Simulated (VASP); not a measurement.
# GaP (F-43m) in VASP: single point with r2SCAN

Aim: the single point of GaP with r2SCAN.

All numbers are computed with VASP 6.6.1; they aren't measurements. Logs are shortened: lines on timing, memory, paths and dates and some standing lists are left out, and cuts for length are marked.

## Step 1: The cell of the first run

It takes space group F-43m (No. 216, cubic). The conventional cell has a = 5.451 Å, b = 5.451 Å, c = 5.451 Å, α = 90.00°, β = 90.00°, γ = 90.00°. Ga (site symmetry -43m) has 4 P at 2.36 Å within 3.1 Å. P (site symmetry -43m) has 4 Ga at 2.36 Å within 3.1 Å.

## Step 2: Single point, r2SCAN, non-collinear spin, zero start, spin-orbit coupling

File POSCAR:

```
GaP
1.0
    0.0000000000      2.7253992874      2.7253992874
    2.7253992874      0.0000000000      2.7253992874
    2.7253992874      2.7253992874      0.0000000000
Ga P
1 1
Direct
    0.0000000000      0.0000000000      0.0000000000
    0.2500000000      0.2500000000      0.2500000000
```

File INCAR.step1:

```
ALGO = Normal
EDIFF = 1E-4
ENCUT = 520
GGA = PE
GGA_COMPAT = F
ISMEAR = 0
LASPH = T
LCHARG = F
LNONCOLLINEAR = T
LREAL = F
LSORBIT = T
LWAVE = T
MAGMOM = 0 0 0 0 0 0
NBANDS = 30
NELM = 150
PREC = Accurate
SIGMA = 0.01
```

File INCAR.step2:

```
ALGO = Normal
EDIFF = 1E-7
ENCUT = 520
GGA_COMPAT = F
ISIF = 2
ISMEAR = 0
ISTART = 1
LASPH = T
LCHARG = T
LMIXTAU = T
LNONCOLLINEAR = T
LORBIT = 11
LORBMOM = T
LREAL = F
LSORBIT = T
LVHAR = T
LWAVE = F
MAGMOM = 0 0 0 0 0 0
METAGGA = R2SCAN
NBANDS = 30
NELM = 150
PREC = Accurate
SIGMA = 0.01
```

File KPOINTS:

```
k-points
0
Gamma
  8 8 8
```

Potentials or basis: VASP PAW PBE potentials, release 64 (Ga_d, P).

On the command line:

```
cat potpaw_PBE.64/Ga_d/POTCAR potpaw_PBE.64/P/POTCAR > POTCAR
cp INCAR.step1 INCAR
mpirun -np 1 vasp_ncl > vasp.out
cp INCAR.step2 INCAR
mpirun -np 1 vasp_ncl > vasp.out
```

OUTCAR:

```text
EDIFF = 1E-7
   ENCUT = 520
   ISIF = 2
   ISMEAR = 0
   ISTART = 1
   LASPH = T
   LNONCOLLINEAR = T
   LORBIT = 11
   LREAL = F
   LSORBIT = T
   METAGGA = R2SCAN
   NELM = 150
   PREC = Accurate

 ion  position               nearest neighbor table
   1  0.000  0.000  0.000-   2 2.36   2 2.36   2 2.36   2 2.36
   2  0.250  0.250  0.250-   1 2.36   1 2.36   1 2.36   1 2.36

  LATTYP: Found a face centered cubic cell.
 ALAT       =     5.4507985748

  Lattice vectors:

 A1 = (   0.0000000000,   2.7253992874,   2.7253992874)
 A2 = (   2.7253992874,   0.0000000000,   2.7253992874)
 A3 = (   2.7253992874,   2.7253992874,   0.0000000000)

Analysis of symmetry for initial positions (statically):
=====================================================================
 Subroutine PRICEL returns:
 Original cell was already a primitive cell.

 Routine SETGRP: Setting up the symmetry group for a
 face centered cubic supercell.

 Subroutine GETGRP returns: Found 24 space group operations
 (whereof 24 operations were pure point group operations)
 out of a pool of 48 trial point group operations.

The static configuration has the point symmetry T_d .

Analysis of symmetry for dynamics (positions and initial velocities):
=====================================================================
 Subroutine PRICEL returns:
 Original cell was already a primitive cell.

 Routine SETGRP: Setting up the symmetry group for a
 face centered cubic supercell.

 Subroutine GETGRP returns: Found 24 space group operations
 (whereof 24 operations were pure point group operations)
 out of a pool of 48 trial point group operations.

The dynamic configuration has the point symmetry T_d .

Analysis of structural, dynamic, and magnetic symmetry:
=====================================================================
 Subroutine PRICEL returns:
 Original cell was already a primitive cell.

 Routine SETGRP: Setting up the symmetry group for a
 face centered cubic supercell.

 Subroutine GETGRP returns: Found 24 space group operations
 (whereof 24 operations were pure point group operations)
 out of a pool of 48 trial point group operations.

The overall configuration has the point symmetry T_d .

 Subroutine INISYM returns: Found 24 space group operations
 (whereof 24 operations are pure point group operations),
 and found     1 'primitive' translations

----------------------------------------------------------------------------------------

                                     Primitive cell

  volume of cell :      40.4874

  direct lattice vectors                    reciprocal lattice vectors
     0.000000000  2.725399287  2.725399287    -0.183459357  0.183459357  0.183459357
     2.725399287  0.000000000  2.725399287     0.183459357 -0.183459357  0.183459357
     2.725399287  2.725399287  0.000000000     0.183459357  0.183459357 -0.183459357

  length of vectors
     3.854296635  3.854296635  3.854296635     0.317760927  0.317760927  0.317760927

  position of ions in fractional coordinates (direct lattice)
     0.000000000  0.000000000  0.000000000
     0.250000000  0.250000000  0.250000000

  ion indices of the primitive-cell ions
   primitive index   ion index
                 1           1
                 2           2

----------------------------------------------------------------------------------------

 KPOINTS: k-points

Automatic generation of k-mesh.
 Grid dimensions read from file:
 generate k-points for:    8    8    8

 Generating k-lattice:

  Cartesian coordinates                     Fractional coordinates (reciprocal lattice)
    -0.022932420  0.022932420  0.022932420     0.125000000  0.000000000  0.000000000
     0.022932420 -0.022932420  0.022932420     0.000000000  0.125000000  0.000000000
     0.022932420  0.022932420 -0.022932420     0.000000000  0.000000000  0.125000000
[... 92 lines left out ...]
 NGX is ok and might be reduce to    30
   NGX = 15   NGY = 15   NGZ = 15

 number of electron      17.9999989 magnetization       0.0000000      0.0000000      0.0000000

 number of electron      17.9999989 magnetization       0.0000000     -0.0000000     -0.0000000

 number of electron      17.9999989 magnetization      -0.0000000     -0.0000000     -0.0000000

 number of electron      17.9999989 magnetization       0.0000000      0.0000000     -0.0000000

 Free energy of the ion-electron system (eV)
  ---------------------------------------------------
  ext. energy  EPLUGINS =         0.00000000
  ---------------------------------------------------
  free energy    TOTEN  =       -21.46884289 eV

  energy without entropy =      -21.46884289  energy(sigma->0) =      -21.46884289

 E-fermi :   4.5364     XC(G=0): -10.5481

 val. band max:        4.4869628626   @ k =   0.0000   0.0000   0.0000
 cond. band min:       6.3625735230   @ k =   0.3750   0.3750   0.0000
 fundamental gap:      1.8756106604
 Fermi energy:         4.5364280260

 k-point     1 :       0.0000    0.0000    0.0000
  band No.  band energies     occupation
      1     -10.7640      1.00000
      2     -10.7640      1.00000
      3     -10.7640      1.00000
      4     -10.7640      1.00000
      5     -10.3468      1.00000
      6     -10.3468      1.00000
[... 781 lines left out ...]
     29      16.8858      0.00000
     30      16.8903      0.00000

 [... further k-points ...]
[... 5 lines left out ...]
  --------------------------------------------------------------------------------------
  -------------------------------------------------------------------------------------
  Total       -0.0127042     -0.0127042     -0.0127042      0.0000000      0.0000000     -0.0000000
  in kB       -0.5027328     -0.5027328     -0.5027328      0.0000000      0.0000000     -0.0000000
  external PRESSURE =      -0.5027328 kB  Pullay stress =       0.0000000 kB

 VOLUME and BASIS-vectors are now :
 -----------------------------------------------------------------------------
  energy-cutoff  :      520.00
  volume of cell :       40.49
      direct lattice vectors                 reciprocal lattice vectors
     0.000000000  2.725399287  2.725399287    -0.183459357  0.183459357  0.183459357
     2.725399287  0.000000000  2.725399287     0.183459357 -0.183459357  0.183459357
     2.725399287  2.725399287  0.000000000     0.183459357  0.183459357 -0.183459357

 POSITION                                       TOTAL-FORCE (eV/Angst)
 -----------------------------------------------------------------------------------
      0.00000      0.00000      0.00000        -0.000000     -0.000000     -0.000000
      1.36270      1.36270      1.36270         0.000000      0.000000      0.000000
 -----------------------------------------------------------------------------------
    total drift:                               -0.000002     -0.000002     -0.000002

  FREE ENERGIE OF THE ION-ELECTRON SYSTEM (eV)
  ---------------------------------------------------
  free  energy   TOTEN  =       -21.4688428852 eV

  energy  without entropy=      -21.4688428852  energy(sigma->0) =      -21.46884289

 orbital moment (x)

 # of ion     p       d       tot
 ----------------------------------------
  1         0.000  -0.000   0.000
  2         0.000   0.000   0.000
 ----------------------------------------
            0.000  -0.000   0.000

 orbital moment (y)

 # of ion     p       d       tot
 ----------------------------------------
  1         0.000  -0.000   0.000
  2        -0.000   0.000  -0.000
 ----------------------------------------
            0.000  -0.000   0.000

 orbital moment (z)

 # of ion     p       d       tot
 ----------------------------------------
  1        -0.000  -0.000  -0.000
  2         0.000   0.000   0.000
 ----------------------------------------
           -0.000  -0.000  -0.000

 Spin-Orbit-Coupling matrix elements

 Ion:    1  E_soc:     -0.0112328
 l=   1
     0.0000000    -0.0010465    -0.0010465
    -0.0010465     0.0000000    -0.0010465
    -0.0010465    -0.0010465     0.0000000
 l=   2
     0.0000000    -0.0001683     0.0000000    -0.0001683    -0.0006573
    -0.0001683     0.0000000    -0.0004930    -0.0001683    -0.0001643
     0.0000000    -0.0004930     0.0000000    -0.0004930     0.0000000
    -0.0001683    -0.0001683    -0.0004930     0.0000000    -0.0001643
    -0.0006573    -0.0001643     0.0000000    -0.0001643     0.0000000
 l=   3
     0.0000000     0.0000000     0.0000000     0.0000000     0.0000000     0.0000000     0.0000000
     0.0000000     0.0000000     0.0000000     0.0000000     0.0000000     0.0000000     0.0000000
     0.0000000     0.0000000     0.0000000     0.0000000     0.0000000     0.0000000     0.0000000
     0.0000000     0.0000000     0.0000000     0.0000000     0.0000000     0.0000000     0.0000000
     0.0000000     0.0000000     0.0000000     0.0000000     0.0000000     0.0000000     0.0000000
     0.0000000     0.0000000     0.0000000     0.0000000     0.0000000     0.0000000     0.0000000
     0.0000000     0.0000000     0.0000000     0.0000000     0.0000000     0.0000000     0.0000000

 Ion:    2  E_soc:     -0.0008333
 l=   1
     0.0000000    -0.0001389    -0.0001389
    -0.0001389     0.0000000    -0.0001389
    -0.0001389    -0.0001389     0.0000000
 l=   2
     0.0000000     0.0000000     0.0000000     0.0000000     0.0000000
     0.0000000     0.0000000     0.0000000     0.0000000     0.0000000
     0.0000000     0.0000000     0.0000000     0.0000000     0.0000000
     0.0000000     0.0000000     0.0000000     0.0000000     0.0000000
     0.0000000     0.0000000     0.0000000     0.0000000     0.0000000
 l=   3
     0.0000000     0.0000000     0.0000000     0.0000000     0.0000000     0.0000000     0.0000000
     0.0000000     0.0000000     0.0000000     0.0000000     0.0000000     0.0000000     0.0000000
     0.0000000     0.0000000     0.0000000     0.0000000     0.0000000     0.0000000     0.0000000
     0.0000000     0.0000000     0.0000000     0.0000000     0.0000000     0.0000000     0.0000000
     0.0000000     0.0000000     0.0000000     0.0000000     0.0000000     0.0000000     0.0000000
     0.0000000     0.0000000     0.0000000     0.0000000     0.0000000     0.0000000     0.0000000
     0.0000000     0.0000000     0.0000000     0.0000000     0.0000000     0.0000000     0.0000000

 total charge

# of ion       s       p       d       tot
------------------------------------------
    1        0.831   0.847  10.018  11.696
    2        1.009   1.541   0.000   2.550
--------------------------------------------------
tot          1.840   2.388  10.018  14.246

 magnetization (x)

# of ion       s       p       d       tot
------------------------------------------
    1       -0.000   0.000   0.000   0.000
    2        0.000  -0.000   0.000   0.000
--------------------------------------------------
tot          0.000   0.000   0.000   0.000

 magnetization (y)

# of ion       s       p       d       tot
------------------------------------------
    1       -0.000   0.000  -0.000  -0.000
    2        0.000   0.000   0.000   0.000
--------------------------------------------------
tot         -0.000   0.000  -0.000  -0.000

 magnetization (z)

# of ion       s       p       d       tot
------------------------------------------
    1       -0.000  -0.000   0.000  -0.000
    2        0.000  -0.000   0.000  -0.000
--------------------------------------------------
tot         -0.000  -0.000   0.000  -0.000
```

Wall time 7.1 min (1 thread of Intel Xeon 6975P-C (Granite Rapids), shared host); peak memory 0.37 GiB.

What came out:

```
Free energy                                           : -21.4688 eV
Pressure                                              : -0.1 GPa
Net moment                                            : 0.00 μB per cell
Valence electrons inside the program's atomic spheres : Ga 11.70; P 2.55
```

Moments on the atoms (μB; x, y, z):
```
Ga  0.00 0.00 0.00
P   0.00 0.00 0.00
```

Caveat: the PAW data sets were made with another functional, which shifts forces and pressure a little.
